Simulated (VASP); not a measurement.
# AlIn3Sb2N2 (P-6m2) in VASP: a series of runs

Runs on AlIn3Sb2N2. Level: PBE. Tasks: single point.

Program: VASP 6.6.1. These are calculated values, not measurements. Logs are shortened: lines on timing, memory, paths and dates and some standing lists are left out, and cuts for length are marked.

## 1. The cell of the first run

The structure is hexagonal, space group P-6m2 (No. 187). The conventional cell has a = 5.473 Å, b = 5.473 Å, c = 8.219 Å, α = 90.00°, β = 90.00°, γ = 120.00°. Al (site symmetry -6m2) has 5 In at 2.69 to 3.16 Å within 3.5 Å. Within 3.5 Å of In (site symmetry 3m) lie 1 Al at 2.69 Å and 1 In at 2.84 Å and 3 Sb at 3.16 Å and 3 N at 3.28 Å. In (site symmetry -6m2) has 3 Al at 3.16 Å and 2 N at 3.55 Å and 6 Sb at 4.12 Å and 6 In at 4.15 Å within 4.2 Å. Sb (site symmetry 3m) has 1 Sb at 2.92 Å and 3 In at 3.16 Å and 6 N at 3.29 to 3.75 Å within 3.8 Å. Within 1.5 Å of N (site symmetry 3m) lie 1 N at 1.12 Å.

## 2. Single point, PBE

The input, INCAR:

```
PREC = Accurate
ENCUT = 520
EDIFF = 1E-6
ISMEAR = 0
SIGMA = 0.15
LREAL = False
LASPH = True
NELM = 100
ALGO = Normal
ISIF = 2
LWAVE = False
LCHARG = True
GGA = PE
LELF = True
LVHAR = True
NBANDS = 41
```

The input, KPOINTS:

```
Automatic mesh
0
Gamma
  3 3 2
```

The input, POSCAR:

```
AlIn3Sb2N2
1.0
    5.4730912723      0.0000000000      0.0000000000
   -2.7365456362      4.7398360791      0.0000000000
    0.0000000000      0.0000000000      8.2187363579
Al In Sb N
1 3 2 2
Direct
    0.3333333333      0.6666666667      0.0000000000
    0.3333333333      0.6666666667      0.6730766379
    0.3333333333      0.6666666667      0.3269233621
    0.0000000000      0.0000000000      0.0000000000
    0.6666666667      0.3333333333      0.6776714477
    0.6666666667      0.3333333333      0.3223285523
    0.0000000000      0.0000000000      0.5679481088
    0.0000000000      0.0000000000      0.4320518912
```

Potentials or basis: VASP PAW PBE potentials, release 64 (Al, In_d, Sb, N).

On the command line:

```bash
$ cat potpaw_PBE.64/Al/POTCAR potpaw_PBE.64/In_d/POTCAR potpaw_PBE.64/Sb/POTCAR potpaw_PBE.64/N/POTCAR > POTCAR
$ mpirun -np 1 vasp_std > vasp.out
```

OUTCAR:

```text
PREC = Accurate
   ENCUT = 520
   EDIFF = 1E-6
   ISMEAR = 0
   LREAL = False
   LASPH = True
   NELM = 100
   ISIF = 2
   GGA = PE

 ion  position               nearest neighbor table
   1  0.333  0.667  0.000-   2 2.69   3 2.69   4 3.16   4 3.16   4 3.16
   2  0.333  0.667  0.673-   1 2.69   3 2.84   5 3.16   5 3.16   5 3.16
   3  0.333  0.667  0.327-   1 2.69   2 2.84   6 3.16   6 3.16   6 3.16
   4  0.000  0.000  0.000-   1 3.16   1 3.16   1 3.16
   5  0.667  0.333  0.678-   6 2.92   2 3.16   2 3.16   2 3.16
   6  0.667  0.333  0.322-   5 2.92   3 3.16   3 3.16   3 3.16
   7  0.000  0.000  0.568-   8 1.12
   8  0.000  0.000  0.432-   7 1.12

  LATTYP: Found a hexagonal cell.
 ALAT       =     5.4730912723
 C/A-ratio  =     1.5016625795

  Lattice vectors:

 A1 = (   5.4730912723,   0.0000000000,   0.0000000000)
 A2 = (  -2.7365456362,   4.7398360791,   0.0000000000)
 A3 = (   0.0000000000,   0.0000000000,   8.2187363579)

Analysis of symmetry for initial positions (statically):
=====================================================================
 Subroutine PRICEL returns:
 Original cell was already a primitive cell.

 Routine SETGRP: Setting up the symmetry group for a
 hexagonal supercell.

 Subroutine GETGRP returns: Found 12 space group operations
 (whereof 12 operations were pure point group operations)
 out of a pool of 24 trial point group operations.

The static configuration has the point symmetry D_3h.

Analysis of symmetry for dynamics (positions and initial velocities):
=====================================================================
 Subroutine PRICEL returns:
 Original cell was already a primitive cell.

 Routine SETGRP: Setting up the symmetry group for a
 hexagonal supercell.

 Subroutine GETGRP returns: Found 12 space group operations
 (whereof 12 operations were pure point group operations)
 out of a pool of 24 trial point group operations.

The dynamic configuration has the point symmetry D_3h.

 Subroutine INISYM returns: Found 12 space group operations
 (whereof 12 operations are pure point group operations),
 and found     1 'primitive' translations

----------------------------------------------------------------------------------------

                                     Primitive cell

  volume of cell :     213.2068

  direct lattice vectors                    reciprocal lattice vectors
     5.473091272  0.000000000  0.000000000     0.182712100  0.105488880  0.000000000
    -2.736545636  4.739836079  0.000000000     0.000000000  0.210977760  0.000000000
     0.000000000  0.000000000  8.218736358     0.000000000  0.000000000  0.121673206

  length of vectors
     5.473091272  5.473091272  8.218736358     0.210977760  0.210977760  0.121673206

  position of ions in fractional coordinates (direct lattice)
     0.333333333  0.666666667  0.000000000
     0.333333333  0.666666667  0.673076638
     0.333333333  0.666666667  0.326923362
     0.000000000  0.000000000  0.000000000
     0.666666667  0.333333333  0.677671448
     0.666666667  0.333333333  0.322328552
     0.000000000  0.000000000  0.567948109
     0.000000000  0.000000000  0.432051891

  ion indices of the primitive-cell ions
   primitive index   ion index
                 1           1
                 2           2
                 3           3
                 4           4
                 5           5
                 6           6
                 7           7
                 8           8

----------------------------------------------------------------------------------------

 KPOINTS: Automatic mesh

Automatic generation of k-mesh.
 Grid dimensions read from file:
 generate k-points for:    3    3    2

 Generating k-lattice:

  Cartesian coordinates                     Fractional coordinates (reciprocal lattice)
     0.060904033  0.035162960  0.000000000     0.333333333  0.000000000  0.000000000
     0.000000000  0.070325920  0.000000000     0.000000000  0.333333333  0.000000000
     0.000000000  0.000000000  0.060836603     0.000000000  0.000000000  0.500000000

  Length of vectors
     0.070325920  0.070325920  0.060836603

  Shift w.r.t. Gamma in fractional coordinates (k-lattice)
     0.000000000  0.000000000  0.000000000

 Subroutine IBZKPT returns following result:
 ===========================================

 Found      6 irreducible k-points:

 Following reciprocal coordinates:
            Coordinates               Weight
  0.000000  0.000000  0.000000      1.000000
  0.333333  0.000000  0.000000      6.000000
  0.333333  0.333333  0.000000      2.000000
  0.000000  0.000000  0.500000      1.000000
  0.333333  0.000000  0.500000      6.000000
  0.333333  0.333333  0.500000      2.000000
   k-points           NKPTS =      6   k-points in BZ     NKDIM =      6   number of bands    NBANDS=     41
   number of dos      NEDOS =    301   number of ions     NIONS =      8
   total plane-waves  NPLWV = 112896
   dimension x,y,z NGX =    42 NGY =   42 NGZ =   64
   dimension x,y,z NGXF=    84 NGYF=   84 NGZF=  128
   ions per type =               1   3   2   2
   NGX,Y,Z   is equivalent  to a cutoff of  12.76, 12.76, 12.95 a.u.
   NGXF,Y,Z  is equivalent  to a cutoff of  25.52, 25.52, 25.89 a.u.
 SYSTEM =  unknown system
   PREC   = accura    normal or accurate (medium, high low for compatibility)
   ISTART =      0    job   : 0-new  1-cont  2-samecut
   ICHARG =      2    charge: 1-file 2-atom 10-const
   ISPIN  =      1    spin polarized calculation?
   LNONCOLLINEAR =      F non collinear calculations
   LSORBIT =      F    spin-orbit coupling
   LASPH  =      T    aspherical Exc in radial PAW
   ENCUT  =  520.0 eV  38.22 Ry    6.18 a.u.  10.18 10.18 15.28*2*pi/ulx,y,z
   NELM   =    100;   NELMIN=  2; NELMDL= -5     # of ELM steps
   EDIFF  = 0.1E-05   stopping-criterion for ELM
   LREAL  =      F    real-space projection
[... 7 lines left out ...]
   TEBEG  =    0.0;   TEEND  =   0.0 temperature during run
   PSTRESS=    0.0 pullay stress
   NELECT =      62.0000    total number of electrons
   NUPDOWN=      -1.0000    fix difference up-down
   EMIN   =  10.00;   EMAX   =-10.00  energy-range for DOS
   EFERMI =   0.00;   METHOD = LEGACY
   ISMEAR =     0;   SIGMA  =   0.15  broadening in eV -4-tet -1-fermi 0-gaus
   EFERMI_NEDOS =   21; number of points for ismear=-14 and -15
   IALGO  =     38    algorithm
   IMIX   =      4    mixing-type and parameters
     AMIX     =   0.40;   BMIX     =  1.00
     AMIX_MAG =   1.60;   BMIX_MAG =  1.00
  volume/ion in A,a.u.               =      26.65       179.85
  Fermi-wavevector in a.u.,A,eV,Ry     =   1.084605  2.049607 16.005466  1.176369
  Thomas-Fermi vector in A             =   2.220699
   LORBIT       =      0    0 simple, 1 ext, 2 COOP (PROOUT), +10 PAW based schemes
   GGA     = PE    functional components
   LHFCALC =     F    Hartree Fock is set to
   AEXX    =    0.0000 exact exchange contribution
   IVDW    =     0    specifies the selected vdW correction
   LEPSILON=     F    determine dielectric tensor
   LRPA    =     F    only Hartree local field effects (RPA)
 non-spin polarized calculation
 Gauss-broadening in eV      SIGMA  =   0.15
  energy-cutoff  :      520.00
  volume of cell :      213.21
 maximum number of plane-waves:      5820
 NGX is ok and might be reduce to    42
   NGX = 21   NGY = 21   NGZ = 31

 number of electron      62.0000008 magnetization

 Free energy of the ion-electron system (eV)
  ---------------------------------------------------
  ext. energy  EPLUGINS =         0.00000000
  ---------------------------------------------------
  free energy    TOTEN  =       -33.77843229 eV

  energy without entropy =      -33.70695484  energy(sigma->0) =      -33.74269356

 E-fermi :   4.9085     XC(G=0):  -9.0682

 val. band max:        4.8596719644   @ k =   0.3333   0.0000   0.0000
 cond. band min:       4.9096779489   @ k =   0.3333   0.0000   0.0000
 fundamental gap:      0.0500059845
 Fermi energy:         4.9084611430

 k-point     1 :       0.0000    0.0000    0.0000
  band No.  band energies     occupation
      1     -18.8256      2.00000
      2      -9.7361      2.00000
      3      -9.7018      2.00000
      4      -9.6847      2.00000
      5      -9.6847      2.00000
      6      -9.6480      2.00000
[... 33 lines left out ...]
     40       8.3488      0.00000
     41       8.3507      0.00000

 k-point     2 :       0.3333    0.0000    0.0000
  band No.  band energies     occupation
      1     -18.8242      2.00000
      2      -9.7282      2.00000
      3      -9.7066      2.00000
      4      -9.6855      2.00000
      5      -9.6849      2.00000
      6      -9.6449      2.00000
[... 33 lines left out ...]
     40       8.5516      0.00000
     41       9.0497      0.00000

 k-point     3 :       0.3333    0.3333    0.0000
  band No.  band energies     occupation
      1     -18.8237      2.00000
      2      -9.7215      2.00000
      3      -9.7116      2.00000
      4      -9.6860      2.00000
      5      -9.6848      2.00000
      6      -9.6440      2.00000
[... 33 lines left out ...]
     40       8.5064      0.00000
     41       9.1964      0.00000

 k-point     4 :       0.0000    0.0000    0.5000
  band No.  band energies     occupation
      1     -18.8256      2.00000
      2      -9.7158      2.00000
      3      -9.7146      2.00000
      4      -9.6854      2.00000
      5      -9.6854      2.00000
      6      -9.6469      2.00000
[... 33 lines left out ...]
     40       8.0496      0.00000
     41       8.3419      0.00000

 k-point     5 :       0.3333    0.0000    0.5000
  band No.  band energies     occupation
      1     -18.8242      2.00000
      2      -9.7134      2.00000
      3      -9.7115      2.00000
      4      -9.6857      2.00000
      5      -9.6850      2.00000
      6      -9.6477      2.00000
[... 33 lines left out ...]
     40       8.4798      0.00000
     41       9.4382      0.00000

 k-point     6 :       0.3333    0.3333    0.5000
  band No.  band energies     occupation
      1     -18.8235      2.00000
      2      -9.7120      2.00000
      3      -9.7103      2.00000
      4      -9.6871      2.00000
      5      -9.6831      2.00000
      6      -9.6466      2.00000
[... 33 lines left out ...]
     40       9.6177      0.00000
     41      10.2376      0.00000

------------------------ aborting loop because EDIFF is reached ----------------------------------------

  FORCE on cell =-STRESS in cart. coord.  units (eV):
  Direction    XX          YY          ZZ          XY          YZ          ZX
  --------------------------------------------------------------------------------------
  -------------------------------------------------------------------------------------
  Total       -0.1300969     -0.1300969      1.6051912      0.0000000      0.0000000     -0.0000000
  in kB       -0.9776346     -0.9776346     12.0624713      0.0000000      0.0000000     -0.0000000
  external PRESSURE =       3.3690674 kB  Pullay stress =       0.0000000 kB

 VOLUME and BASIS-vectors are now :
 -----------------------------------------------------------------------------
  energy-cutoff  :      520.00
  volume of cell :      213.21
      direct lattice vectors                 reciprocal lattice vectors
     5.473091272  0.000000000  0.000000000     0.182712100  0.105488880  0.000000000
    -2.736545636  4.739836079  0.000000000     0.000000000  0.210977760  0.000000000
     0.000000000  0.000000000  8.218736358     0.000000000  0.000000000  0.121673206

 POSITION                                       TOTAL-FORCE (eV/Angst)
 -----------------------------------------------------------------------------------
     -0.00000      3.15989      0.00000         0.000000     -0.000000     -0.000000
     -0.00000      3.15989      5.53184        -0.000000      0.000000      0.076967
     -0.00000      3.15989      2.68690        -0.000000      0.000000     -0.076967
      0.00000      0.00000      0.00000         0.000000     -0.000000     -0.000000
      2.73655      1.57995      5.56960        -0.000000     -0.000000     -0.005760
      2.73655      1.57995      2.64913        -0.000000      0.000000      0.005760
      0.00000      0.00000      4.66782         0.000000     -0.000000      1.404631
      0.00000      0.00000      3.55092        -0.000000     -0.000000     -1.404631
 -----------------------------------------------------------------------------------
    total drift:                               -0.000001      0.000000     -0.000000

  FREE ENERGIE OF THE ION-ELECTRON SYSTEM (eV)
  ---------------------------------------------------
  free  energy   TOTEN  =       -33.7784322851 eV

  energy  without entropy=      -33.7069548356  energy(sigma->0) =      -33.74269356
```

Run time: 31 s. Hardware: 1 thread of Intel Xeon 6975P-C (Granite Rapids), shared host; peak memory 0.34 GiB.

What came out:

```yaml
Free_energy: -33.7784 eV
Pressure: 0.3 GPa
Largest_force: 1.405 eV/Å
Band_gap_on_the_k_mesh: zero (band 31 reaches 5.43 eV, above the bottom of band 32 at 4.68 eV)
```

Forces in eV/Å, atoms in the order of the input:
```
Al   0.000  0.000  0.000
In   0.000  0.000  0.077
In   0.000  0.000 -0.077
In   0.000  0.000  0.000
Sb   0.000  0.000 -0.006
Sb   0.000  0.000  0.006
N    0.000  0.000  1.405
N    0.000  0.000 -1.405
```

Stress tensor (GPa, compression positive):
```
-0.10  0.00  0.00
 0.00 -0.10  0.00
 0.00  0.00  1.21
```

Caveat: the k points lie up to 0.44 Å⁻¹ apart; the standard files for N, O and F lose accuracy on very short bonds; spin-orbit coupling is left out, which moves the levels of the heavy elements; forces of over 1 eV/Å act on the atoms, so gaps and moduli don't describe the material at rest.

## 3. Single point, PBE

The input, INCAR:

```
PREC = Accurate
ENCUT = 600
EDIFF = 1E-6
ISMEAR = 0
SIGMA = 0.15
LREAL = False
LASPH = True
NELM = 120
ALGO = Normal
ISIF = 2
LWAVE = False
LCHARG = True
GGA = PE
LELF = True
LVHAR = True
NBANDS = 51
GGA_COMPAT = False
```

KPOINTS is that of step 2.

POSCAR is that of step 2.

Potentials or basis: VASP PAW PBE potentials, release 64 (Al, In_d, Sb_d_GW, N).

On the command line:

```bash
$ cat potpaw_PBE.64/Al/POTCAR potpaw_PBE.64/In_d/POTCAR potpaw_PBE.64/Sb_d_GW/POTCAR potpaw_PBE.64/N/POTCAR > POTCAR
$ mpirun -np 1 vasp_std > vasp.out
```

Wall time 87 s (1 thread of Intel Xeon 6975P-C (Granite Rapids), shared host); peak memory 0.46 GiB.

Results (log left out):

| Item | Value |
| --- | --- |
| Free energy | -33.8141 eV |
| Pressure | 0.3 GPa |
| Largest force | 1.332 eV/Å |
| Band gap on the k mesh | zero (band 41 reaches 4.88 eV, above the bottom of band 42 at 4.14 eV) |

Forces on the atoms (eV/Å):
```
Al   0.000  0.000  0.000
In   0.000  0.000  0.076
In   0.000  0.000 -0.076
In   0.000  0.000  0.000
Sb   0.000  0.000 -0.014
Sb   0.000  0.000  0.014
N    0.000  0.000  1.332
N    0.000  0.000 -1.332
```

Stress tensor (GPa, compression positive):
```
-0.07  0.00  0.00
 0.00 -0.07  0.00
 0.00  0.00  1.13
```

Levels at points of the mesh, in eV from the Fermi level:
```tsv
k point	band 37	band 38	band 39	band 40	band 41	band 42	band 43	band 44	band 45	band 46
(0.00, 0.00, 0.00)	-2.04	-1.83	-1.34	-0.57	-0.57	-0.08	-0.08	0.96	1.04	1.04
(0.00, 0.00, 0.50)	-1.92	-1.92	-0.86	-0.86	-0.23	-0.23	0.16	0.19	1.66	1.66
```

Caveat: the k points lie up to 0.44 Å⁻¹ apart; the standard files for N, O and F lose accuracy on very short bonds; spin-orbit coupling is left out, which moves the levels of the heavy elements; forces of over 1 eV/Å act on the atoms, so gaps and moduli don't describe the material at rest.
